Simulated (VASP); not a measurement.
# BaTiO3 (P4mm) in VASP: relaxation of cell and atoms with PBE

Aim: the relaxation of cell and atoms of BaTiO3 with PBE.

Program: VASP 6.6.1. These are calculated values, not measurements. Logs are shortened: lines on timing, memory, paths and dates and some standing lists are left out, and cuts for length are marked.

### Step 1. The cell of the first run

Symmetry: P4mm, No. 99, tetragonal system. The conventional cell has a = 4.000 Å, b = 4.000 Å, c = 4.018 Å, α = 90.00°, β = 90.00°, γ = 90.00°. Ba (site symmetry 4mm) has 12 O at 2.79 to 2.88 Å and 8 Ti at 3.43 to 3.51 Å within 3.7 Å. Within 2.5 Å of Ti (site symmetry 4mm) lie 6 O at 1.87 to 2.15 Å. Within 2.5 Å of O (site symmetry 4mm) lie 2 Ti at 1.87 to 2.15 Å. O (site symmetry 2mm) has 2 Ti at 2.00 Å and 4 Ba at 2.79 to 2.88 Å and 8 O at 2.83 to 2.84 Å within 2.9 Å.

### Step 2. Relaxation of cell and atoms, PBE

INCAR reads:

```
PREC = Accurate
ENCUT = 600
EDIFF = 1E-6
ISMEAR = 0
SIGMA = 0.02
LREAL = False
LASPH = True
NELM = 100
ALGO = Normal
ISIF = 3
LWAVE = False
LCHARG = False
GGA = PE
IBRION = 2
NSW = 100
EDIFFG = -0.005
```

KPOINTS reads:

```
Automatic mesh
0
Gamma
  8 8 8
```

POSCAR reads:

```
BaTiO3
1.0
    3.9998000000      0.0000000000      0.0000000000
    0.0000000000      3.9998000000      0.0000000000
    0.0000000000      0.0000000000      4.0180000000
Ba Ti O
1 1 3
Direct
    0.0000000000      0.0000000000      0.0000000000
    0.5000000000      0.5000000000      0.4820000000
    0.5000000000      0.5000000000      0.0160000000
    0.5000000000      0.0000000000      0.5150000000
    0.0000000000      0.5000000000      0.5150000000
```

Potentials or basis: VASP PAW PBE potentials, release 64 (Ba_sv, Ti_sv, O).

Command:

```sh
$ cat potpaw_PBE.64/Ba_sv/POTCAR potpaw_PBE.64/Ti_sv/POTCAR potpaw_PBE.64/O/POTCAR > POTCAR
$ mpirun -np 1 vasp_std > vasp.out
```

OUTCAR:

```text
PREC = Accurate
   ENCUT = 600
   EDIFF = 1E-6
   ISMEAR = 0
   LREAL = False
   LASPH = True
   NELM = 100
   ISIF = 3
   GGA = PE
   IBRION = 2
   NSW = 100
   EDIFFG = -0.005

 ion  position               nearest neighbor table
   1  0.000  0.000  0.000-   4 2.79   5 2.79   5 2.79   4 2.79   3 2.83   3 2.83   3 2.83   3 2.83
                             4 2.88   5 2.88   5 2.88   4 2.88   2 3.43   2 3.43   2 3.43   2 3.43
   2  0.500  0.500  0.482-   3 1.87   4 2.00   5 2.00   4 2.00   5 2.00   3 2.15   1 3.43   1 3.43
                             1 3.43   1 3.43   1 3.51   1 3.51   1 3.51   1 3.51
   3  0.500  0.500  0.016-   2 1.87   2 2.15   1 2.83   1 2.83   1 2.83   1 2.83
   4  0.500  0.000  0.515-   2 2.00   2 2.00   1 2.79   1 2.79   1 2.88   1 2.88
   5  0.000  0.500  0.515-   2 2.00   2 2.00   1 2.79   1 2.79   1 2.88   1 2.88

  LATTYP: Found a simple tetragonal cell.
 ALAT       =     3.9998000000
 C/A-ratio  =     1.0045502275

  Lattice vectors:

 A1 = (   3.9998000000,   0.0000000000,   0.0000000000)
 A2 = (   0.0000000000,   3.9998000000,   0.0000000000)
 A3 = (   0.0000000000,   0.0000000000,   4.0180000000)

Analysis of symmetry for initial positions (statically):
=====================================================================
 Subroutine PRICEL returns:
 Original cell was already a primitive cell.

 Routine SETGRP: Setting up the symmetry group for a
 simple tetragonal supercell.

 Subroutine GETGRP returns: Found  8 space group operations
 (whereof  8 operations were pure point group operations)
 out of a pool of 16 trial point group operations.

The static configuration has the point symmetry C_4v.

Analysis of symmetry for dynamics (positions and initial velocities):
=====================================================================
 Subroutine PRICEL returns:
 Original cell was already a primitive cell.

 Routine SETGRP: Setting up the symmetry group for a
 simple tetragonal supercell.

 Subroutine GETGRP returns: Found  8 space group operations
 (whereof  8 operations were pure point group operations)
 out of a pool of 16 trial point group operations.

The dynamic configuration has the point symmetry C_4v.

 Subroutine INISYM returns: Found  8 space group operations
 (whereof  8 operations are pure point group operations),
 and found     1 'primitive' translations

----------------------------------------------------------------------------------------

                                     Primitive cell

  volume of cell :      64.2816

  direct lattice vectors                    reciprocal lattice vectors
     3.999800000  0.000000000  0.000000000     0.250012501  0.000000000  0.000000000
     0.000000000  3.999800000  0.000000000     0.000000000  0.250012501  0.000000000
     0.000000000  0.000000000  4.018000000     0.000000000  0.000000000  0.248880040

  length of vectors
     3.999800000  3.999800000  4.018000000     0.250012501  0.250012501  0.248880040

  position of ions in fractional coordinates (direct lattice)
     0.000000000  0.000000000  0.000000000
     0.500000000  0.500000000  0.482000000
     0.500000000  0.500000000  0.016000000
     0.500000000  0.000000000  0.515000000
     0.000000000  0.500000000  0.515000000

  ion indices of the primitive-cell ions
   primitive index   ion index
                 1           1
                 2           2
                 3           3
                 4           4
                 5           5

----------------------------------------------------------------------------------------

 KPOINTS: Automatic mesh

Automatic generation of k-mesh.
 Grid dimensions read from file:
 generate k-points for:    8    8    8

 Generating k-lattice:

  Cartesian coordinates                     Fractional coordinates (reciprocal lattice)
     0.031251563  0.000000000  0.000000000     0.125000000  0.000000000  0.000000000
     0.000000000  0.031251563  0.000000000     0.000000000  0.125000000  0.000000000
     0.000000000  0.000000000  0.031110005     0.000000000  0.000000000  0.125000000

  Length of vectors
     0.031251563  0.031251563  0.031110005

  Shift w.r.t. Gamma in fractional coordinates (k-lattice)
     0.000000000  0.000000000  0.000000000

 Subroutine IBZKPT returns following result:
 ===========================================

 Found     75 irreducible k-points:

 Following reciprocal coordinates:
            Coordinates               Weight
  0.000000  0.000000  0.000000      1.000000
  0.125000  0.000000  0.000000      4.000000
  0.250000  0.000000  0.000000      4.000000
  0.375000  0.000000  0.000000      4.000000
  0.500000  0.000000  0.000000      2.000000
  0.125000  0.125000  0.000000      4.000000
[... 16 lines left out ...]
  0.375000  0.125000  0.125000     16.000000
  0.500000  0.125000  0.125000      8.000000
 [... further k-points ...]
   k-points           NKPTS =     75   k-points in BZ     NKDIM =     75   number of bands    NBANDS=     24
   number of dos      NEDOS =    301   number of ions     NIONS =      5
   total plane-waves  NPLWV =  32768
   dimension x,y,z NGX =    32 NGY =   32 NGZ =   32
   dimension x,y,z NGXF=    64 NGYF=   64 NGZF=   64
   ions per type =               1   1   3
   NGX,Y,Z   is equivalent  to a cutoff of  13.30, 13.30, 13.24 a.u.
   NGXF,Y,Z  is equivalent  to a cutoff of  26.60, 26.60, 26.48 a.u.
 SYSTEM =  unknown system
   PREC   = accura    normal or accurate (medium, high low for compatibility)
   ISTART =      0    job   : 0-new  1-cont  2-samecut
   ICHARG =      2    charge: 1-file 2-atom 10-const
   ISPIN  =      1    spin polarized calculation?
   LNONCOLLINEAR =      F non collinear calculations
   LSORBIT =      F    spin-orbit coupling
   LASPH  =      T    aspherical Exc in radial PAW
   ENCUT  =  600.0 eV  44.10 Ry    6.64 a.u.   7.99  7.99  8.02*2*pi/ulx,y,z
   NELM   =    100;   NELMIN=  2; NELMDL= -5     # of ELM steps
   EDIFF  = 0.1E-05   stopping-criterion for ELM
   LREAL  =      F    real-space projection
   EDIFFG = -.5E-02   stopping-criterion for IOM
   NSW    =    100    number of steps for IOM
   IBRION =      2    ionic relax: 0-MD 1-quasi-New 2-CG
   NFREE  =      1    steps in history (QN), initial steepest desc. (CG)
   ISIF   =      3    stress and relaxation
   ISYM   =      2    0-nonsym 1-usesym 2-fastsym
   POTIM  = 0.5000    time-step for ionic-motion
   TEBEG  =    0.0;   TEEND  =   0.0 temperature during run
   PSTRESS=    0.0 pullay stress
   NELECT =      40.0000    total number of electrons
   NUPDOWN=      -1.0000    fix difference up-down
   EMIN   =  10.00;   EMAX   =-10.00  energy-range for DOS
   EFERMI =   0.00;   METHOD = LEGACY
   ISMEAR =     0;   SIGMA  =   0.02  broadening in eV -4-tet -1-fermi 0-gaus
   EFERMI_NEDOS =   21; number of points for ismear=-14 and -15
   IALGO  =     38    algorithm
   IMIX   =      4    mixing-type and parameters
     AMIX     =   0.40;   BMIX     =  1.00
     AMIX_MAG =   1.60;   BMIX_MAG =  1.00
  volume/ion in A,a.u.               =      12.86        86.76
  Fermi-wavevector in a.u.,A,eV,Ry     =   1.397653  2.641181 26.578078  1.953434
  Thomas-Fermi vector in A             =   2.520888
   LORBIT       =      0    0 simple, 1 ext, 2 COOP (PROOUT), +10 PAW based schemes
   GGA     = PE    functional components
   LHFCALC =     F    Hartree Fock is set to
   AEXX    =    0.0000 exact exchange contribution
   IVDW    =     0    specifies the selected vdW correction
   LEPSILON=     F    determine dielectric tensor
   LRPA    =     F    only Hartree local field effects (RPA)
 conjugate gradient relaxation of ions
 non-spin polarized calculation
 Gauss-broadening in eV      SIGMA  =   0.02
  energy-cutoff  :      600.00
  volume of cell :       64.28
 maximum number of plane-waves:      2176
 NGX is ok and might be reduce to    32
   NGX = 15   NGY = 15   NGZ = 17

--------------------------------------- Ionic step        1  -------------------------------------------

 number of electron      39.9999999 magnetization

 Free energy of the ion-electron system (eV)
  ---------------------------------------------------
  ext. energy  EPLUGINS =         0.00000000
  ---------------------------------------------------
  free energy    TOTEN  =       -39.98851757 eV

  energy without entropy =      -39.98851757  energy(sigma->0) =      -39.98851757

------------------------ aborting loop because EDIFF is reached ----------------------------------------

  FORCE on cell =-STRESS in cart. coord.  units (eV):
  Direction    XX          YY          ZZ          XY          YZ          ZX
  --------------------------------------------------------------------------------------
  -------------------------------------------------------------------------------------
  Total        1.5101602      1.5101602      2.1349898      0.0000000      0.0000000      0.0000000
  in kB       37.6397835     37.6397835     53.2132637      0.0000000      0.0000000      0.0000000
  external PRESSURE =      42.8309436 kB  Pullay stress =       0.0000000 kB
[... 98 lines left out ...]
  FREE ENERGIE OF THE ION-ELECTRON SYSTEM (eV)
  ---------------------------------------------------
  free  energy   TOTEN  =       -40.0160591548 eV

  energy  without entropy=      -40.0160591548  energy(sigma->0) =      -40.01605915

[... ionic steps 4 to 16 ...]

--------------------------------------- Ionic step       17  -------------------------------------------

 number of electron      39.9999986 magnetization

------------------------ aborting loop because EDIFF is reached ----------------------------------------
[... 73 lines left out ...]
--------------------------------------- Ionic step       19  -------------------------------------------

 number of electron      39.9999986 magnetization

 Free energy of the ion-electron system (eV)
  ---------------------------------------------------
  ext. energy  EPLUGINS =         0.00000000
  ---------------------------------------------------
  free energy    TOTEN  =       -40.04562024 eV

  energy without entropy =      -40.04562024  energy(sigma->0) =      -40.04562024

 E-fermi :   3.7593     XC(G=0): -10.9661

 val. band max:        3.6804196511   @ k =   0.5000   0.5000   0.5000
 cond. band min:       5.4497362402   @ k =   0.0000   0.0000   0.0000
 fundamental gap:      1.7693165891
 Fermi energy:         3.7593063822

 k-point     1 :       0.0000    0.0000    0.0000
  band No.  band energies     occupation
      1     -53.0104      2.00000
      2     -29.3444      2.00000
      3     -29.2033      2.00000
      4     -29.2033      2.00000
      5     -21.5583      2.00000
      6     -13.3251      2.00000
[... 637 lines left out ...]
     23       7.1776      0.00000
     24       8.1616      0.00000

 [... further k-points ...]

------------------------ aborting loop because EDIFF is reached ----------------------------------------

  FORCE on cell =-STRESS in cart. coord.  units (eV):
  Direction    XX          YY          ZZ          XY          YZ          ZX
  --------------------------------------------------------------------------------------
  -------------------------------------------------------------------------------------
  Total        0.0148408      0.0148408      0.0129358      0.0000000      0.0000000      0.0000000
  in kB        0.3525175      0.3525175      0.3072683      0.0000000      0.0000000      0.0000000
  external PRESSURE =       0.3374345 kB  Pullay stress =       0.0000000 kB
[... 20 lines left out ...]
  FREE ENERGIE OF THE ION-ELECTRON SYSTEM (eV)
  ---------------------------------------------------
  free  energy   TOTEN  =       -40.0456202429 eV

  energy  without entropy=      -40.0456202429  energy(sigma->0) =      -40.04562024

 reached required accuracy - stopping structural energy minimisation
```

Run time: 21 min. Hardware: 1 thread of Intel Xeon 8259CL, shared host; peak memory 0.3 GiB.

Results:

- Free energy: -40.0456 eV
- Relaxed volume: 13.49 Å³/atom
- Relaxed cell: a = 3.995 Å, b = 3.995 Å, c = 4.226 Å, α = 90.00°, β = 90.00°, γ = 90.00°
- Space group after relaxing (to 0.1 Å): P4mm (No. 99)
- Energy gained by relaxing: 11.4 meV/atom
- Ionic steps: 19
- Pressure after relaxing: 0.0 GPa
- Largest force after relaxing: 0.005 eV/Å
- Band gap on the k mesh: 1.77 eV (least direct gap 2.35 eV)

Forces in eV/Å, atoms in the order of the input:
```
Ba   0.000  0.000  0.005
Ti   0.000  0.000  0.001
O    0.000  0.000  0.000
O    0.000  0.000 -0.003
O    0.000  0.000 -0.003
```

Step by step:
```
step  energy change (eV)  largest force (eV/Å)  pressure (GPa)  volume (Å³)
   1              0.0000                0.3080            4.28        64.28
   2             -0.0147                0.5160           -3.39        67.53
   3             -0.0275                0.4276           -0.46        66.18
   4             -0.0374                0.2293           -0.15        66.27
   5             -0.0424                0.1322            0.38        66.40
   6             -0.0488                0.1412           -0.07        66.83
   7             -0.0527                0.1553           -0.64        67.55
   8             -0.0531                0.2520            1.20        67.09
   9             -0.0549                0.1080            0.32        67.30
  10             -0.0565                0.0705           -0.07        67.49
  11             -0.0565                0.0704           -0.10        67.49
  12             -0.0570                0.0481            0.10        67.42
  13             -0.0570                0.0510            0.14        67.41
  14             -0.0569                0.0543           -0.26        67.55
  15             -0.0571                0.0106           -0.03        67.47
  16             -0.0571                0.0099           -0.03        67.47
  17             -0.0571                0.0060            0.02        67.45
  18             -0.0571                0.0054            0.03        67.45
  19             -0.0571                0.0046            0.03        67.45
```

Final structure:
```xyz
5
Lattice="3.9949 0.0000 0.0000 0.0000 3.9949 0.0000 0.0000 0.0000 4.2264" Properties=species:S:1:pos:R:3 pbc="T T T"
Ba    0.0000    0.0000    4.1716
Ti    1.9975    1.9975    1.9799
O     1.9975    1.9975    0.1648
O     1.9975    0.0000    2.1840
O     0.0000    1.9975    2.1840
```

Caveat: spin-orbit coupling is left out, which moves the levels of the heavy elements. A k mesh can miss the band edges.
